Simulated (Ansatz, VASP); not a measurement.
# One calculation of Al, two programs

The input INCAR:

```
  PREC = Accurate
  ENCUT = 400
  EDIFF = 1E-6
  ISMEAR = 0
  SIGMA = 0.1
  LREAL = Auto
  LASPH = T
  NELM = 120
  ALGO = Normal
  ISIF = 2
  LWAVE = F
  LCHARG = F
  LDIPOL = T
  IDIPOL = 3
  DIPOL = 0.5 0.5 0.472
  GGA = PS
  NBANDS = 70
  GGA_COMPAT = F
  NELMDL = -8
```

The input KPOINTS:

```
regular mesh
0
Gamma
  6 6 1
```

File POSCAR:

```
Al
1.0
    5.6541540400      0.0000000000      0.0000000000
   -2.8270770200      4.8966410400      0.0000000000
    0.0000000000      0.0000000000     38.3954875961
Al
32
Direct
    0.1666666666      0.3333333332      0.2604472720
    0.1666666664      0.8333333330      0.2604472720
    0.6666666668      0.3333333332      0.2604472720
    0.6666666666      0.8333333330      0.2604472720
    0.0000000000      0.0000000000      0.3202589380
   -0.0000000002      0.4999999998      0.3202589380
    0.5000000002      0.0000000000      0.3202589380
    0.5000000000      0.4999999998      0.3202589380
    0.3333333334      0.1666666666      0.3800706129
    0.3333333332      0.6666666664      0.3800706129
    0.8333333336      0.1666666666      0.3800706129
    0.8333333334      0.6666666664      0.3800706129
    0.0000000000      0.0000000000      0.4398822790
   -0.0000000002      0.4999999998      0.4398822790
    0.5000000002      0.0000000000      0.4398822790
    0.5000000000      0.4999999998      0.4398822790
    0.1673789746      0.3336894872      0.5004165177
    0.1666666664      0.8333333330      0.5003561086
    0.6663105128      0.3336894872      0.5004165177
    0.6663105126      0.8326210249      0.5004165177
   -0.0025381640      0.0025381639      0.5612470490
   -0.0025381642      0.4949236719      0.5612470490
    0.5050763281      0.0025381639      0.5612470490
    0.5000000000      0.4999999998      0.5612995024
    0.3256379046      0.1512758089      0.6204018288
    0.3256379043      0.6743620952      0.6204018288
    0.8333333336      0.1666666666      0.6288057392
    0.8487241911      0.6743620952      0.6204018288
    0.0012993108     -0.0012993108      0.6930872781
    0.0012993105      0.5025986213      0.6930872781
    0.4974013787     -0.0012993108      0.6930872781
    0.5000000000      0.4999999998      0.6707955525
```

Input for Ansatz:

```yaml
crystal:
  lattice:
    - [5.65415404, 0.0, 0.0]
    - [-2.82707702, 4.89664104, 0.0]
    - [0.0, 0.0, 38.3954875961]
  atoms:
    - { symbol: Al, position: [0.1666666666, 0.3333333332, 0.260447272] }
    - { symbol: Al, position: [0.1666666664, 0.833333333, 0.260447272] }
    - { symbol: Al, position: [0.6666666668, 0.3333333332, 0.260447272] }
    - { symbol: Al, position: [0.6666666666, 0.833333333, 0.260447272] }
    - { symbol: Al, position: [0.0, 0.0, 0.320258938] }
    - { symbol: Al, position: [-2.0e-10, 0.4999999998, 0.320258938] }
    - { symbol: Al, position: [0.5000000002, 0.0, 0.320258938] }
    - { symbol: Al, position: [0.5, 0.4999999998, 0.320258938] }
    - { symbol: Al, position: [0.3333333334, 0.1666666666, 0.3800706129] }
    - { symbol: Al, position: [0.3333333332, 0.6666666664, 0.3800706129] }
    - { symbol: Al, position: [0.8333333336, 0.1666666666, 0.3800706129] }
    - { symbol: Al, position: [0.8333333334, 0.6666666664, 0.3800706129] }
    - { symbol: Al, position: [0.0, 0.0, 0.439882279] }
    - { symbol: Al, position: [-2.0e-10, 0.4999999998, 0.439882279] }
    - { symbol: Al, position: [0.5000000002, 0.0, 0.439882279] }
    - { symbol: Al, position: [0.5, 0.4999999998, 0.439882279] }
    - { symbol: Al, position: [0.1673789688, 0.3336894843, 0.5004165166] }
    - { symbol: Al, position: [0.1666666664, 0.833333333, 0.5003561086] }
    - { symbol: Al, position: [0.6663105157, 0.3336894843, 0.5004165166] }
    - { symbol: Al, position: [0.6663105155, 0.8326210307, 0.5004165166] }
    - { symbol: Al, position: [-0.0025381627, 0.0025381627, 0.5612470478] }
    - { symbol: Al, position: [-0.002538163, 0.4949236743, 0.5612470478] }
    - { symbol: Al, position: [0.5050763257, 0.0025381627, 0.5612470478] }
    - { symbol: Al, position: [0.5, 0.4999999998, 0.5612995014] }
    - { symbol: Al, position: [0.3256379026, 0.1512758051, 0.6204018275] }
    - { symbol: Al, position: [0.3256379024, 0.6743620971, 0.6204018275] }
    - { symbol: Al, position: [0.8333333336, 0.1666666666, 0.6288057363] }
    - { symbol: Al, position: [0.8487241949, 0.6743620971, 0.6204018275] }
    - { symbol: Al, position: [0.0012993105, -0.0012993105, 0.6930872745] }
    - { symbol: Al, position: [0.0012993103, 0.5025986208, 0.6930872745] }
    - { symbol: Al, position: [0.4974013792, -0.0012993105, 0.6930872745] }
    - { symbol: Al, position: [0.5, 0.4999999998, 0.6707955498] }
basis:
  ecutwfc: 420.0
  fft_grid_basis: typed
kpoints:
  mp_grid: { grid: [6, 6, 1] }
hamiltonian:
  xc: pbesol
  pseudopotentials: { kind: paw }
scf:
  occupations: { method: gaussian, width: 0.1 }
output:
  forces: true
  eigenvalues: true
  write_density: true
  volumetric_format: npy
efield:
  axis: 3
  dipole_correction: true
  ramp_width: 0.04
```

Alike in both runs: task single point; functional PBEsol; k mesh 6 × 6 × 1; occupations gaussian, width 0.1 eV; no spin polarisation.

```csv
,VASP,Ansatz
version,VASP 6.6.1,Ansatz 0.2.0
potentials or method,"VASP PAW PBE potentials, release 64 (Al), cutoff 400 eV","scalar-relativistic, plane waves, PAW"
valence electrons in the cell,96,96
```

|  | VASP | Ansatz | Ansatz less VASP |
| --- | --- | --- | --- |
| gap on the k mesh at the Fermi level (eV) | none | none | - |
| rms of the force components (eV/Å) | 0.205 | 0.204 | -0.0012 |

VASP's potentials were made for PBE, not for PBEsol. Atom by atom the forces differ by 0.002 eV/Å (rms over components). A gap of «none» marks a metal or a gap that the smearing closes. The functional is the same, so the differences come from potentials, cutoffs and numerics.
